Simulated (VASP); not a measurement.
Write the native input for VASP 6.6.1 that does the following.

```yaml
Task: single point
Functional: LDA
Potentials_or_basis: VASP PAW LDA potentials, release 64 (Li_sv)
Cutoff: 520 eV
k_mesh: 16 × 16 × 16
Occupations: fermi-dirac, width 0.05 eV
Spin: no spin polarisation
Dipole_correction: no
Further_INCAR_settings: ALGO = Normal; EDIFF = 1e-06; NBANDS = 8
```

The structure of Li lies in POSCAR:

```
Li
1.0
    0.0000000000      2.2309770072      2.2309770072
    2.2309770072      0.0000000000      2.2309770072
    2.2309770072      2.2309770072      0.0000000000
Li
1
Direct
    0.0000000000      0.0000000000      0.0000000000
```

This isn't the form of Li at room conditions, which is bcc.

These files were run (other wordings do the same):

INCAR

```
SYSTEM = Li
  PREC = Accurate
  ENCUT = 520
  EDIFF = 1E-6
  ISMEAR = -1
  SIGMA = 0.05
  LREAL = .False.
  LASPH = .True.
  NELM = 60
  ALGO = Normal
  ISIF = 2
  LWAVE = .False.
  LCHARG = .False.
  GGA = CA
  NBANDS = 8
```

KPOINTS

```
Automatic mesh
0
Gamma
  16 16 16
  0 0 0
```

Potentials or basis: VASP PAW LDA potentials, release 64 (Li_sv).

The run is started by

```console
$ cat potpaw_LDA.64/Li_sv/POTCAR > POTCAR
$ mpirun -np 1 vasp_std > vasp.out
```

It gave:

- Band gap on the k mesh: zero (an odd number of electrons rules out a gap without spin polarisation)

It took 11 s on 1 thread of Intel(R) Xeon(R) Platinum 8259CL CPU @ 2.50GHz (Skylake/Cascade Lake) (shared host), peak memory 0.13 GiB.
